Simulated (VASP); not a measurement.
Nb3B5:

```
CELL_PARAMETERS angstrom
3.15000 0.00000 0.00000
-1.57500 2.72798 0.00000
0.00000 0.00000 9.60000
ATOMIC_POSITIONS crystal
Nb 0.00000 0.00000 0.15600
Nb 0.00000 0.00000 0.84400
Nb 0.00000 0.00000 0.50000
B 0.33333 0.66667 0.00000
B 0.33333 0.66667 0.32800
B 0.66667 0.33333 0.32800
B 0.33333 0.66667 0.67200
B 0.66667 0.33333 0.67200
```

| Quantity | Value |
| --- | --- |
| Program | VASP 6.6.1 |
| Task | relaxation of cell and atoms |
| Functional | PBE |
| Potentials or basis | VASP PAW PBE potentials, release 64 (Nb_sv, B) |
| Cutoff | 600 eV |
| k mesh | 6 × 6 × 2 |
| Occupations | gaussian, width 0.2 eV |
| Spin | no spin polarisation |

At the start: pressure -4.2 GPa; volume 10.31 Å³/atom.

**Question.** Where does the relaxation end?

**Answer.** Over 5 steps the energy falls by 6.8 meV/atom and the volume is 10.16 Å³/atom (-1.5 %); space group P-6m2 (No. 187, to 0.05 Å).

Step by step:
```
step  energy change (eV)  largest force (eV/Å)  pressure (GPa)  volume (Å³)
   1              0.0000                0.4940           -4.17        82.49
   2             -0.0142                0.1396            6.66        79.32
   3             -0.0436                0.2886            1.56        80.73
   4             -0.0544                0.0917           -0.24        81.30
   5             -0.0545                0.0735           -0.09        81.25
```

Final structure:
```
Nb B
1.0
     3.11818    0.00000    0.00000
    -1.55909    2.70043    0.00000
     0.00000    0.00000    9.64951
Nb B
3 5
Direct
  0.00000 0.00000 0.15813
  0.00000 0.00000 0.84187
  0.00000 0.00000 0.50000
  0.33333 0.66667 0.00000
  0.33333 0.66667 0.32911
  0.66667 0.33333 0.32507
  0.33333 0.66667 0.67089
  0.66667 0.33333 0.67493
```

Caveat: the k points lie up to 0.39 Å⁻¹ apart in the final cell; the relaxation stopped at a loose force limit of 0.08 eV/Å, so its end isn't a converged minimum.
